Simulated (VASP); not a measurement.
**AsH3: single point with PBE+D3(BJ)**

The system is AsH3, in a box.

```
As H
1.0
     5.82262    0.00000    0.00000
     0.00000    7.61924    0.00000
     0.00000    0.00000   30.06737
As H
1 3
Cartesian
  4.1287 0.6353 18.5317
  4.1584 -0.4067 19.6563
  4.8645 1.6645 19.3887
  2.7620 1.1555 18.9767
```

| Quantity | Value |
| --- | --- |
| Program | VASP 6.6.1 |
| Task | single point |
| Functional | PBE |
| Dispersion | D3(BJ) |
| Potentials or basis | VASP PAW PBE potentials, release 64 (As, H) |
| Cutoff | 520 eV |
| k mesh | 3 × 2 × 1 |
| Occupations | gaussian, width 0.05 eV |
| Spin | no spin polarisation |

```
Largest force                   : 0.378 eV/Å
Gap between the frontier levels : 5.29 eV (least direct gap 5.30 eV)
Dispersion energy per atom      : -0.013 eV
```

Forces on the atoms (eV/Å):
```
As   0.097 -0.151 -0.332
H   -0.014  0.006  0.088
H    0.033  0.089  0.141
H   -0.116  0.056  0.104
```

Levels at points of the mesh, in eV from the valence-band top:
```
           k point  band 2  band 3  band 4  band 5  band 6  band 7
(0.00, 0.00, 0.00)   -2.15   -2.09   -0.01    5.29    6.16    6.52
(0.00, 0.50, 0.00)   -2.16   -2.09   -0.01    5.63    6.17    6.51
```

Run time: 3.3 min on 1 thread of Intel(R) Xeon(R) Platinum 8259CL CPU @ 2.50GHz (Skylake/Cascade Lake) (shared host), peak memory 1.1 GiB.
